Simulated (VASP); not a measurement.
# ZrB in VASP: notebook, part 3 of 3

VASP 6.6.1. The steps go on from the part before.

## (4) Single point, PBE (strain -0.015 along x and y, +0.015 along z)

INCAR reads:

```
PREC = Accurate ; ENCUT = 520
EDIFF = 1E-7 ; ISMEAR = 0
SIGMA = 0.15 ; LREAL = F
LASPH = T ; NELM = 100
ALGO = Normal ; ISIF = 2
LWAVE = F ; LCHARG = F
GGA = PE ; NBANDS = 14
```

KPOINTS reads:

```
Automatic mesh
0
Gamma
  18 18 18
```

POSCAR reads:

```
ZrB
1.0
    0.0000000000      2.2901250000      2.3598750000
    2.2901250000      0.0000000000      2.3598750000
    2.2901250000      2.2901250000      0.0000000000
Zr B
1 1
Direct
    0.0000000000      0.0000000000      0.0000000000
    0.5000000000      0.5000000000      0.5000000000
```

Potentials or basis: VASP PAW PBE potentials, release 64 (Zr_sv, B).

On the command line:

```sh
cat potpaw_PBE.64/Zr_sv/POTCAR potpaw_PBE.64/B/POTCAR > POTCAR
mpirun -np 1 vasp_std > vasp.out
```

OUTCAR:

```text
PREC = Accurate
   ENCUT = 520
   EDIFF = 1E-7
   ISMEAR = 0
   LREAL = F
   LASPH = T
   NELM = 100
   ISIF = 2
   GGA = PE

 ion  position               nearest neighbor table
   1  0.000  0.000  0.000-   2 2.29   2 2.29   2 2.29   2 2.29   2 2.36   2 2.36
   2  0.500  0.500  0.500-   1 2.29   1 2.29   1 2.29   1 2.29   1 2.36   1 2.36

  LATTYP: Found a body centered tetragonal cell.
 ALAT       =     3.2387258345
 C/A-ratio  =     1.4572860567

  Lattice vectors:

 A1 = (  -2.2901250000,   0.0000000000,   2.3598750000)
 A2 = (   2.2901250000,   0.0000000000,   2.3598750000)
 A3 = (   0.0000000000,   2.2901250000,  -2.3598750000)

Analysis of symmetry for initial positions (statically):
=====================================================================
 Subroutine PRICEL returns:
 Original cell was already a primitive cell.

 Routine SETGRP: Setting up the symmetry group for a
 body centered tetragonal supercell.

 Subroutine GETGRP returns: Found 16 space group operations
 (whereof 16 operations were pure point group operations)
 out of a pool of 16 trial point group operations.

The static configuration has the point symmetry D_4h.

Analysis of symmetry for dynamics (positions and initial velocities):
=====================================================================
 Subroutine PRICEL returns:
 Original cell was already a primitive cell.

 Routine SETGRP: Setting up the symmetry group for a
 body centered tetragonal supercell.

 Subroutine GETGRP returns: Found 16 space group operations
 (whereof 16 operations were pure point group operations)
 out of a pool of 16 trial point group operations.

The dynamic configuration has the point symmetry D_4h.

 Subroutine INISYM returns: Found 16 space group operations
 (whereof 16 operations are pure point group operations),
 and found     1 'primitive' translations

----------------------------------------------------------------------------------------

                                     Primitive cell
[... 115 lines left out ...]
   LORBIT       =      0    0 simple, 1 ext, 2 COOP (PROOUT), +10 PAW based schemes
   GGA     = PE    functional components
   LHFCALC =     F    Hartree Fock is set to
   AEXX    =    0.0000 exact exchange contribution
   IVDW    =     0    specifies the selected vdW correction
   LEPSILON=     F    determine dielectric tensor
   LRPA    =     F    only Hartree local field effects (RPA)
 non-spin polarized calculation
 Gauss-broadening in eV      SIGMA  =   0.15
  energy-cutoff  :      520.00
  volume of cell :       24.75
 maximum number of plane-waves:       678
   NGX = 13   NGY = 13   NGZ = 13

 number of electron      15.0000000 magnetization

 Free energy of the ion-electron system (eV)
  ---------------------------------------------------
  ext. energy  EPLUGINS =         0.00000000
  ---------------------------------------------------
  free energy    TOTEN  =       -15.47541096 eV

  energy without entropy =      -15.46322307  energy(sigma->0) =      -15.46931701

 E-fermi :   9.1776     XC(G=0): -12.2935

 val. band max:        9.1728036763   @ k =   0.4444   0.1111   0.2778
 cond. band min:       9.1776132427   @ k =   0.3333   0.1111   0.0000
 fundamental gap:      0.0048095665
 Fermi energy:         9.1775770568

 k-point     1 :       0.0000    0.0000    0.0000
  band No.  band energies     occupation
      1     -37.5319      2.00000
      2     -15.2655      2.00000
      3     -15.2655      2.00000
      4     -15.2502      2.00000
      5       0.8295      2.00000
      6      10.8840      0.00000
      7      11.2407      0.00000
      8      11.2407      0.00000
      9      12.7374      0.00000
     10      12.8774      0.00000
     11      13.1037      0.00000
     12      13.1166      0.00000
     13      13.1166      0.00000
     14      20.3749      0.00000
[... 377 lines left out ...]
      1     -37.4683      2.00000
      2     -15.7708      2.00000
      3     -15.3429      2.00000
      4     -15.2864      2.00000
      5       2.3670      2.00000
      6       8.3648      2.00000
      7       9.0079      1.89031
      8       9.0633      1.71854
      9      12.4584      0.00000
     10      13.0884      0.00000
     11      14.3314      0.00000
     12      17.3136      0.00000
     13      19.2711      0.00000
     14      22.5483      0.00000

 [... further k-points ...]
[... 5 lines left out ...]
  --------------------------------------------------------------------------------------
  -------------------------------------------------------------------------------------
  Total        6.9282769      6.9282769      4.5563331      0.0000000      0.0000000     -0.0000000
  in kB      448.4339153    448.4339153    294.9094414      0.0000000      0.0000000     -0.0000000
  external PRESSURE =     397.2590906 kB  Pullay stress =       0.0000000 kB

 VOLUME and BASIS-vectors are now :
 -----------------------------------------------------------------------------
  energy-cutoff  :      520.00
  volume of cell :       24.75
      direct lattice vectors                 reciprocal lattice vectors
     0.000000000  2.290125000  2.359875000    -0.218328694  0.218328694  0.211875629
     2.290125000  0.000000000  2.359875000     0.218328694 -0.218328694  0.211875629
     2.290125000  2.290125000  0.000000000     0.218328694  0.218328694 -0.211875629

 POSITION                                       TOTAL-FORCE (eV/Angst)
 -----------------------------------------------------------------------------------
      0.00000      0.00000      0.00000         0.000000      0.000000     -0.000000
      2.29013      2.29013      2.35988        -0.000000      0.000000      0.000000
 -----------------------------------------------------------------------------------
    total drift:                                0.000000     -0.000000     -0.000000

  FREE ENERGIE OF THE ION-ELECTRON SYSTEM (eV)
  ---------------------------------------------------
  free  energy   TOTEN  =       -15.4754109578 eV

  energy  without entropy=      -15.4632230712  energy(sigma->0) =      -15.46931701
```

stdout:

```text
POSCAR found type information on POSCAR ZrB
 POSCAR found :  2 types and       2 ions
 scaLAPACK will be used
 LDA part: xc-table for (Slater+PW92), standard interpolation
 POSCAR, INCAR and KPOINTS ok, starting setup
 FFT: planning ... GRIDC
 FFT: planning ... GRID_SOFT
 FFT: planning ... GRID
 WAVECAR not read
 entering main loop
```

Wall time 56 s (1 thread of Intel Xeon Platinum 8488C (Sapphire Rapids), shared host); peak memory 0.28 GiB.

Results:

```
Free energy : -15.4754 eV
Pressure    : 39.7 GPa
```

Caveat: the cell differs from its parent crystal (strain -0.015 along x and y, +0.015 along z).

## (5) Single point, PBE (strain +0.000 along x and y, +0.015 along z)

INCAR reads:

```
ALGO = Normal ; EDIFF = 1E-6
ENCUT = 520 ; GGA = PE
ISIF = 2 ; ISMEAR = 0
LASPH = True ; LCHARG = False
LREAL = False ; LWAVE = False
NBANDS = 14 ; NELM = 60
PREC = Accurate ; SIGMA = 0.15
```

KPOINTS reads:

```
k-points
0
Gamma
  18 18 18
```

POSCAR reads:

```
ZrB
1.0
    0.0000000000      2.3250000000      2.3598750000
    2.3250000000      0.0000000000      2.3598750000
    2.3250000000      2.3250000000      0.0000000000
Zr B
1 1
Direct
    0.0000000000      0.0000000000      0.0000000000
    0.5000000000      0.5000000000      0.5000000000
```

On the command line:

```sh
cat potpaw_PBE.64/Zr_sv/POTCAR potpaw_PBE.64/B/POTCAR > POTCAR
mpirun -np 1 vasp_std > vasp.out
```

Wall time 92 s (1 thread of Intel Xeon Platinum 8488C (Sapphire Rapids), shared host); peak memory 0.29 GiB.

Results (log left out):

| Quantity | Value |
| --- | --- |
| Free energy | -15.6605 eV |
| Pressure | 30.9 GPa |

Stress tensor (GPa, compression positive):
```
33.28  0.00  0.00
 0.00 33.28  0.00
 0.00  0.00 26.21
```

Levels at points of the mesh, in eV from the Fermi level:
| k point | band 5 | band 6 | band 7 | band 8 | band 9 | band 10 | band 11 | band 12 |
| --- | --- | --- | --- | --- | --- | --- | --- | --- |
| (0.00, 0.00, 0.00) | -8.30 | 1.80 | 1.97 | 1.97 | 3.56 | 3.71 | 3.73 | 3.82 |
| (0.50, 0.00, 0.00) | -4.15 | -3.67 | -1.41 | -1.36 | 5.63 | 5.74 | 7.25 | 8.19 |
| (0.50, 0.50, 0.00) | -6.46 | -1.07 | -0.48 | 2.57 | 2.57 | 5.37 | 6.82 | 6.82 |
| (0.50, 0.00, 0.50) | -6.45 | -1.09 | -0.29 | 2.42 | 2.51 | 5.39 | 6.74 | 6.90 |

Caveat: the cell differs from its parent crystal (strain +0.000 along x and y, +0.015 along z).

## (6) Single point, PBE (strain +0.030 along x and y, +0.015 along z)

INCAR reads:

```
SYSTEM = ZrB
PREC     = Accurate       ! precision mode
ENCUT    = 520            ! plane-wave cutoff, eV
EDIFF    = 1E-7           ! SCF threshold, eV
ISMEAR   = 0              ! smearing method
SIGMA    = 0.15           ! smearing width, eV
LREAL    = .FALSE.        ! projectors in reciprocal space
LASPH    = .TRUE.         ! aspherical terms in the spheres
NELM     = 60             ! most SCF steps
ALGO     = Normal         ! electronic algorithm
ISIF     = 2              ! what is computed and relaxed
LWAVE    = .FALSE.        ! write WAVECAR
LCHARG   = .FALSE.        ! write CHGCAR
GGA      = PE             ! functional
NBANDS   = 14             ! bands
```

KPOINTS reads:

```
Automatic mesh
0
G
  18 18 18
  0 0 0
```

POSCAR reads:

```
ZrB
1.0
    0.0000000000      2.3947500000      2.3598750000
    2.3947500000      0.0000000000      2.3598750000
    2.3947500000      2.3947500000      0.0000000000
Zr B
1 1
Direct
    0.0000000000      0.0000000000      0.0000000000
    0.5000000000      0.5000000000      0.5000000000
```

Potentials or basis: VASP PAW PBE potentials, release 64 (Zr_sv, B).

On the command line:

```sh
cat potpaw_PBE.64/Zr_sv/POTCAR potpaw_PBE.64/B/POTCAR > POTCAR
mpirun -np 1 vasp_std > vasp.out
```

It took 2 min on 1 thread of Intel Xeon Platinum 8488C (Sapphire Rapids), shared host; peak memory 0.31 GiB.

The run converged. Its results:

| Item | Value |
| --- | --- |
| Free energy | -15.8881 eV |
| Pressure | 16.4 GPa |

Stress tensor (GPa, compression positive):
```
14.45  0.00  0.00
 0.00 14.45  0.00
 0.00  0.00 20.37
```

Levels at points of the mesh, in eV from the Fermi level:
```
           k point  band 6  band 7  band 8  band 9  band 10  band 11
(0.00, 0.00, 0.00)    1.80    1.80    1.95    3.37     3.51     3.60
(0.50, 0.00, 0.00)   -3.91   -1.30   -1.26    5.27     5.37     6.76
(0.50, 0.50, 0.00)   -0.95   -0.44    2.23    2.23     5.05     6.35
(0.50, 0.00, 0.50)   -0.94   -0.62    2.30    2.37     5.03     6.29
```

Caveat: the cell differs from its parent crystal (strain +0.030 along x and y, +0.015 along z).

## (7) The runs side by side

```csv
cell,gap on the mesh (eV),pressure (GPa)
"a = 3.337 Å, angles 60.0°, 2 atoms",none,23.2
"a = 3.264, b = 3.264, c = 3.189 Å, angles 60.8, 60.8, 58.5°, 2 atoms",none,49.5
"a = 3.288, b = 3.288, c = 3.239 Å, angles 60.5, 60.5, 59.0°, 2 atoms",none,39.7
"a = 3.313, b = 3.313, c = 3.288 Å, angles 60.2, 60.2, 59.5°, 2 atoms",none,30.9
"a = 3.362, b = 3.362, c = 3.387 Å, angles 59.8, 59.8, 60.5°, 2 atoms",none,16.4
```

Alike in all rows: task single point; level PBE; potentials or basis VASP PAW PBE potentials, release 64 (Zr_sv, B); no spin polarisation; k mesh 18 × 18 × 18; cutoff (eV) 520; smearing gaussian 0.15 eV.

Total energies depend on the potentials used, so only differences within one code and one set of settings carry meaning.
